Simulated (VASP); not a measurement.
# CdSe (Fm-3m) in VASP: settings compared

The runs below take CdSe through single point, with PBE-based screened hybrid with 50 % exact exchange, HSE06.

Program: VASP 6.6.1. These are calculated values, not measurements. Logs are shortened: lines on timing, memory, paths and dates and some standing lists are left out, and cuts for length are marked.

**1. The cell of the first run**

It takes space group Fm-3m (No. 225, cubic). The conventional cell has a = 5.686 Å, b = 5.686 Å, c = 5.686 Å, α = 90.00°, β = 90.00°, γ = 90.00°. Within 3.7 Å of Cd (site symmetry m-3m) lie 6 Se at 2.84 Å. Within 3.7 Å of Se (site symmetry m-3m) lie 6 Cd at 2.84 Å.

**2. Single point, PBE-based screened hybrid with 50 % exact exchange**

Contents of POSCAR:

```
CdSe
1.0
    0.0000000000      2.8429458735      2.8429458735
    2.8429458735      0.0000000000      2.8429458735
    2.8429458735      2.8429458735      0.0000000000
Cd Se
1 1
Direct
    0.0000000000      0.0000000000      0.0000000000
    0.5000000000      0.5000000000      0.5000000000
```

Contents of INCAR.step1:

```
PREC     = Accurate       # precision mode
ENCUT    = 520            # plane-wave cutoff, eV
EDIFF    = 1E-5           # SCF threshold, eV
ISMEAR   = -1             # smearing method
SIGMA    = 0.02           # smearing width, eV
LREAL    = F              # projectors in reciprocal space
LASPH    = T              # aspherical terms in the spheres
NELM     = 60             # most SCF steps
ALGO     = Normal         # electronic algorithm
ISIF     = 2              # what is computed and relaxed
LWAVE    = T              # write WAVECAR
LCHARG   = F              # write CHGCAR
GGA      = PE             # functional
NBANDS   = 16             # bands
```

Contents of INCAR.step2:

```
PREC     = Accurate       # precision mode
ENCUT    = 520            # plane-wave cutoff, eV
EDIFF    = 1E-7           # SCF threshold, eV
ISMEAR   = -1             # smearing method
SIGMA    = 0.02           # smearing width, eV
LREAL    = F              # projectors in reciprocal space
LASPH    = T              # aspherical terms in the spheres
NELM     = 60             # most SCF steps
ALGO     = Normal         # electronic algorithm
ISIF     = 2              # what is computed and relaxed
LWAVE    = F              # write WAVECAR
LCHARG   = F              # write CHGCAR
GGA      = PE             # functional
LHFCALC  = T              # exact exchange
AEXX     = 0.5            # exact-exchange fraction
HFSCREEN = 0.3            # screening, 1/A
PRECFOCK = Normal       
ISTART   = 1            
NBANDS   = 16             # bands
```

Contents of KPOINTS:

```
regular mesh
0
Gamma
  4 4 4
```

Potentials or basis: VASP PAW PBE potentials, release 64 (Cd, Se).

Launch:

```sh
$ cat potpaw_PBE.64/Cd/POTCAR potpaw_PBE.64/Se/POTCAR > POTCAR
$ cp INCAR.step1 INCAR
$ mpirun -np 1 vasp_std > vasp.out
$ cp INCAR.step2 INCAR
$ mpirun -np 1 vasp_std > vasp.out
```

OUTCAR:

```text
PREC = Accurate
   ENCUT = 520
   EDIFF = 1E-7
   ISMEAR = -1
   LREAL = F
   LASPH = T
   NELM = 60
   ISIF = 2
   GGA = PE
   LHFCALC = T
   AEXX = 0.5
   HFSCREEN = 0.3
   PRECFOCK = Normal
   ISTART = 1

 ion  position               nearest neighbor table
   1  0.000  0.000  0.000-   2 2.84   2 2.84   2 2.84   2 2.84   2 2.84   2 2.84
   2  0.500  0.500  0.500-   1 2.84   1 2.84   1 2.84   1 2.84   1 2.84   1 2.84

  LATTYP: Found a face centered cubic cell.
 ALAT       =     5.6858917470

  Lattice vectors:

 A1 = (   0.0000000000,   2.8429458735,   2.8429458735)
 A2 = (   2.8429458735,   0.0000000000,   2.8429458735)
 A3 = (   2.8429458735,   2.8429458735,   0.0000000000)

Analysis of symmetry for initial positions (statically):
=====================================================================
 Subroutine PRICEL returns:
 Original cell was already a primitive cell.

 Routine SETGRP: Setting up the symmetry group for a
 face centered cubic supercell.

 Subroutine GETGRP returns: Found 48 space group operations
 (whereof 48 operations were pure point group operations)
 out of a pool of 48 trial point group operations.

The static configuration has the point symmetry O_h .

Analysis of symmetry for dynamics (positions and initial velocities):
=====================================================================
 Subroutine PRICEL returns:
 Original cell was already a primitive cell.

 Routine SETGRP: Setting up the symmetry group for a
 face centered cubic supercell.

 Subroutine GETGRP returns: Found 48 space group operations
 (whereof 48 operations were pure point group operations)
 out of a pool of 48 trial point group operations.

The dynamic configuration has the point symmetry O_h .

 Subroutine INISYM returns: Found 48 space group operations
 (whereof 48 operations are pure point group operations),
 and found     1 'primitive' translations

----------------------------------------------------------------------------------------

                                     Primitive cell

  volume of cell :      45.9553

  direct lattice vectors                    reciprocal lattice vectors
     0.000000000  2.842945874  2.842945874    -0.175873908  0.175873908  0.175873908
     2.842945874  0.000000000  2.842945874     0.175873908 -0.175873908  0.175873908
     2.842945874  2.842945874  0.000000000     0.175873908  0.175873908 -0.175873908

  length of vectors
     4.020532611  4.020532611  4.020532611     0.304622544  0.304622544  0.304622544

  position of ions in fractional coordinates (direct lattice)
     0.000000000  0.000000000  0.000000000
     0.500000000  0.500000000  0.500000000

  ion indices of the primitive-cell ions
   primitive index   ion index
                 1           1
                 2           2

----------------------------------------------------------------------------------------

 KPOINTS: regular mesh

Automatic generation of k-mesh.
 Grid dimensions read from file:
 generate k-points for:    4    4    4

 Generating k-lattice:

  Cartesian coordinates                     Fractional coordinates (reciprocal lattice)
    -0.043968477  0.043968477  0.043968477     0.250000000  0.000000000  0.000000000
     0.043968477 -0.043968477  0.043968477     0.000000000  0.250000000  0.000000000
     0.043968477  0.043968477 -0.043968477     0.000000000  0.000000000  0.250000000

  Length of vectors
     0.076155636  0.076155636  0.076155636

  Shift w.r.t. Gamma in fractional coordinates (k-lattice)
     0.000000000  0.000000000  0.000000000

 Subroutine IBZKPT returns following result:
 ===========================================

 Found      8 irreducible k-points:

 Following reciprocal coordinates:
            Coordinates               Weight
  0.000000  0.000000  0.000000      1.000000
  0.250000  0.000000  0.000000      8.000000
  0.500000  0.000000  0.000000      4.000000
  0.250000  0.250000  0.000000      6.000000
  0.500000  0.250000  0.000000     24.000000
 -0.250000  0.250000  0.000000     12.000000
  0.500000  0.500000  0.000000      3.000000
 -0.250000  0.500000  0.250000      6.000000
   k-points           NKPTS =      8   k-points in BZ     NKDIM =     64   number of bands    NBANDS=     16
   number of dos      NEDOS =    301   number of ions     NIONS =      2
   total plane-waves  NPLWV =  27000
   dimension x,y,z NGX =    30 NGY =   30 NGZ =   30
   dimension x,y,z NGXF=    60 NGYF=   60 NGZF=   60
   ions per type =               1   1
   NGX,Y,Z   is equivalent  to a cutoff of  12.40, 12.40, 12.40 a.u.
   NGXF,Y,Z  is equivalent  to a cutoff of  24.81, 24.81, 24.81 a.u.
 SYSTEM =  unknown system
   PREC   = accura    normal or accurate (medium, high low for compatibility)
   ISTART =      1    job   : 0-new  1-cont  2-samecut
   ICHARG =      0    charge: 1-file 2-atom 10-const
   ISPIN  =      1    spin polarized calculation?
   LNONCOLLINEAR =      F non collinear calculations
   LSORBIT =      F    spin-orbit coupling
   LASPH  =      T    aspherical Exc in radial PAW
   ENCUT  =  520.0 eV  38.22 Ry    6.18 a.u.   7.48  7.48  7.48*2*pi/ulx,y,z
   NELM   =     60;   NELMIN=  2; NELMDL=  0     # of ELM steps
   EDIFF  = 0.1E-06   stopping-criterion for ELM
   LREAL  =      F    real-space projection
   EDIFFG = 0.1E-05   stopping-criterion for IOM
   NSW    =      0    number of steps for IOM
   IBRION =     -1    ionic relax: 0-MD 1-quasi-New 2-CG
   NFREE  =      0    steps in history (QN), initial steepest desc. (CG)
   ISIF   =      2    stress and relaxation
   ISYM   =      3    0-nonsym 1-usesym 2-fastsym
   POTIM  = 0.5000    time-step for ionic-motion
   TEBEG  =    0.0;   TEEND  =   0.0 temperature during run
   PSTRESS=    0.0 pullay stress
   NELECT =      18.0000    total number of electrons
   NUPDOWN=      -1.0000    fix difference up-down
   EMIN   =  10.00;   EMAX   =-10.00  energy-range for DOS
   EFERMI =   0.00;   METHOD = LEGACY
   ISMEAR =    -1;   SIGMA  =   0.02  broadening in eV -4-tet -1-fermi 0-gaus
   EFERMI_NEDOS =   21; number of points for ismear=-14 and -15
   IALGO  =     38    algorithm
   IMIX   =      1    mixing-type and parameters
     AMIX     =   0.40;   BMIX     =  1.00
     AMIX_MAG =   1.60;   BMIX_MAG =  1.00
  volume/ion in A,a.u.               =      22.98       155.06
  Fermi-wavevector in a.u.,A,eV,Ry     =   1.197808  2.263528 19.520865  1.434743
  Thomas-Fermi vector in A             =   2.333713
   LORBIT       =      0    0 simple, 1 ext, 2 COOP (PROOUT), +10 PAW based schemes
   GGA     = PE    functional components
   LHFCALC =     T    Hartree Fock is set to
   PRECFOCK=normal    Normal, Fast or Accurate (Low or Medium for compatibility)
   ENCUT4O =  -1.0   cutoff for four orbital integrals eV
   NKREDX  =     1    reduce k-point grid by
   NKREDY  =     1    reduce k-point grid by
   NKREDZ  =     1    reduce k-point grid by
   AEXX    =    0.5000 exact exchange contribution
   HFSCREEN=    0.3000 screening length (either q_TF or 0.3 A-1)
   HFSCREENC=   0.3000 screening length for correlation (either q_TF or 0.3 A-1)
   ENCUTFOCK=  -1.0 apply spherical cutoff to Coloumb kernel
   IVDW    =     0    specifies the selected vdW correction
   LEPSILON=     F    determine dielectric tensor
   LRPA    =     F    only Hartree local field effects (RPA)
 non-spin polarized calculation
  energy-cutoff  :      520.00
  volume of cell :       45.96
 maximum number of plane-waves:      1245
 NGX is ok and might be reduce to    30
  NGX = 24; NGY = 24; NGZ = 24

 number of electron      17.9999999 magnetization

 Free energy of the ion-electron system (eV)
  ---------------------------------------------------
  ext. energy  EPLUGINS =         0.00000000
  ---------------------------------------------------
  free energy    TOTEN  =        -7.53899680 eV

  energy without entropy =       -7.53899680  energy(sigma->0) =       -7.53899680

 E-fermi :   2.0386     XC(G=0):  -6.9329

 val. band max:        1.5537109651   @ k =   0.5000   0.0000   0.0000
 cond. band min:       2.5956402625   @ k =   0.5000   0.5000   0.0000
 fundamental gap:      1.0419292974
 Fermi energy:         2.0386123551

 k-point     1 :       0.0000    0.0000    0.0000
  band No.  band energies     occupation
      1     -13.5765      2.00000
      2      -8.8596      2.00000
      3      -8.8596      2.00000
      4      -8.7972      2.00000
      5      -8.7972      2.00000
      6      -8.7972      2.00000
[... 8 lines left out ...]
     15      13.8652      0.00000
     16      13.8652      0.00000

 k-point     2 :       0.2500    0.0000    0.0000
  band No.  band energies     occupation
      1     -13.0476      2.00000
      2      -8.9683      2.00000
      3      -8.9683      2.00000
      4      -8.8312      2.00000
      5      -8.7340      2.00000
      6      -8.7340      2.00000
[... 8 lines left out ...]
     15      13.6876      0.00000
     16      13.6876      0.00000

 k-point     3 :       0.5000    0.0000    0.0000
  band No.  band energies     occupation
      1     -12.3737      2.00000
      2      -9.0788      2.00000
      3      -9.0788      2.00000
      4      -8.9083      2.00000
      5      -8.6640      2.00000
      6      -8.6640      2.00000
[... 8 lines left out ...]
     15      16.6759      0.00000
     16      16.6759      0.00000

 k-point     4 :       0.2500    0.2500    0.0000
  band No.  band energies     occupation
      1     -12.9952      2.00000
      2      -8.8871      2.00000
      3      -8.8477      2.00000
      4      -8.8223      2.00000
      5      -8.7169      2.00000
      6      -8.7168      2.00000
[... 8 lines left out ...]
     15      16.2443      0.00000
     16      17.4143      0.00000

 k-point     5 :       0.5000    0.2500    0.0000
  band No.  band energies     occupation
      1     -12.5436      2.00000
      2      -8.9334      2.00000
      3      -8.8537      2.00000
      4      -8.7371      2.00000
      5      -8.6428      2.00000
      6      -8.4773      2.00000
[... 8 lines left out ...]
     15      17.2341      0.00000
     16      17.7812      0.00000

 k-point     6 :      -0.2500    0.2500    0.0000
  band No.  band energies     occupation
      1     -12.5796      2.00000
      2      -9.0418      2.00000
      3      -8.8988      2.00000
      4      -8.7986      2.00000
      5      -8.6958      2.00000
      6      -8.5947      2.00000
[... 8 lines left out ...]
     15      16.7025      0.00000
     16      16.7414      0.00000

 k-point     7 :       0.5000    0.5000    0.0000
  band No.  band energies     occupation
      1     -12.6802      2.00000
      2      -8.8984      2.00000
      3      -8.7849      2.00000
      4      -8.6086      2.00000
      5      -8.6086      2.00000
      6      -7.8662      2.00000
[... 8 lines left out ...]
     15      18.3469      0.00000
     16      18.8292      0.00000

 k-point     8 :      -0.2500    0.5000    0.2500
  band No.  band energies     occupation
      1     -12.5134      2.00000
      2      -8.9579      2.00000
      3      -8.7801      2.00000
      4      -8.7801      2.00000
      5      -8.6085      2.00000
      6      -8.0642      2.00000
[... 8 lines left out ...]
     15      16.1386      0.00000
     16      18.8347      0.00000

------------------------ aborting loop because EDIFF is reached ----------------------------------------

  FORCE on cell =-STRESS in cart. coord.  units (eV):
  Direction    XX          YY          ZZ          XY          YZ          ZX
  --------------------------------------------------------------------------------------
  -------------------------------------------------------------------------------------
  Total       -0.1220164     -0.1220164     -0.1220164      0.0000000      0.0000000      0.0000000
  in kB       -4.2539553     -4.2539553     -4.2539553      0.0000000      0.0000000      0.0000000
  external PRESSURE =      -4.2539553 kB  Pullay stress =       0.0000000 kB

 VOLUME and BASIS-vectors are now :
 -----------------------------------------------------------------------------
  energy-cutoff  :      520.00
  volume of cell :       45.96
      direct lattice vectors                 reciprocal lattice vectors
     0.000000000  2.842945874  2.842945874    -0.175873908  0.175873908  0.175873908
     2.842945874  0.000000000  2.842945874     0.175873908 -0.175873908  0.175873908
     2.842945874  2.842945874  0.000000000     0.175873908  0.175873908 -0.175873908

 POSITION                                       TOTAL-FORCE (eV/Angst)
 -----------------------------------------------------------------------------------
      0.00000      0.00000      0.00000        -0.000000      0.000000     -0.000000
      2.84295      2.84295      2.84295         0.000000     -0.000000      0.000000
 -----------------------------------------------------------------------------------
    total drift:                                0.000009      0.000013      0.000013

  FREE ENERGIE OF THE ION-ELECTRON SYSTEM (eV)
  ---------------------------------------------------
  free  energy   TOTEN  =        -7.5389968002 eV

  energy  without entropy=       -7.5389968002  energy(sigma->0) =       -7.53899680
```

Run time: 4.9 min. Hardware: 1 thread of Intel Xeon 6975P-C (Granite Rapids), shared host; peak memory 0.27 GiB.

Results:

```
Free energy            : -7.5390 eV
Pressure               : -0.4 GPa
Band gap on the k mesh : 1.04 eV (least direct gap 2.50 eV)
```

Caveat: the k points lie up to 0.48 Å⁻¹ apart; the PAW data sets were made with another functional, which shifts forces and pressure a little.

**3. Single point, HSE06**

POSCAR is that of step 2.

Contents of INCAR.step1:

```
PREC = Accurate
ENCUT = 520
EDIFF = 1E-5
ISMEAR = -1
SIGMA = 0.02
LREAL = False
LASPH = True
NELM = 60
ALGO = Normal
ISIF = 2
LWAVE = True
LCHARG = False
NBANDS = 16
GGA = PE
```

Contents of INCAR.step2:

```
PREC = Accurate
ENCUT = 520
EDIFF = 1E-6
ISMEAR = -1
SIGMA = 0.02
LREAL = False
LASPH = True
NELM = 60
ALGO = Normal
ISIF = 2
LWAVE = False
LCHARG = False
GGA = PE
LHFCALC = True
HFSCREEN = 0.2079
PRECFOCK = Normal
NBANDS = 16
ISTART = 1
```

KPOINTS is that of step 2.

Potentials or basis: VASP PAW PBE potentials, release 64 (Cd, Se).

Launch:

```sh
$ cat potpaw_PBE.64/Cd/POTCAR potpaw_PBE.64/Se/POTCAR > POTCAR
$ cp INCAR.step1 INCAR
$ mpirun -np 1 vasp_std > vasp.out
$ cp INCAR.step2 INCAR
$ mpirun -np 1 vasp_std > vasp.out
```

Wall time 3.6 min (1 thread of Intel Xeon 6975P-C (Granite Rapids), shared host); peak memory 0.28 GiB.

The run converged. Its results:

* Free energy: -6.4436 eV
* Pressure: 0.7 GPa
* Band gap on the k mesh: 0.40 eV (least direct gap 1.79 eV)

Levels at points of the mesh, in eV from the valence-band top:
| k point | band 7 | band 8 | band 9 | band 10 | band 11 | band 12 |
| --- | --- | --- | --- | --- | --- | --- |
| (0.00, 0.00, 0.00) | -0.60 | -0.60 | -0.60 | 1.19 | 9.68 | 9.68 |
| (0.50, 0.00, 0.00) | -5.46 | 0.00 | 0.00 | 3.89 | 6.26 | 6.26 |
| (0.50, 0.50, 0.00) | -4.57 | -2.25 | -2.25 | 0.40 | 6.24 | 11.33 |

Caveat: the k points lie up to 0.48 Å⁻¹ apart; the PAW data sets were made with another functional, which shifts forces and pressure a little. A k mesh can miss the band edges.
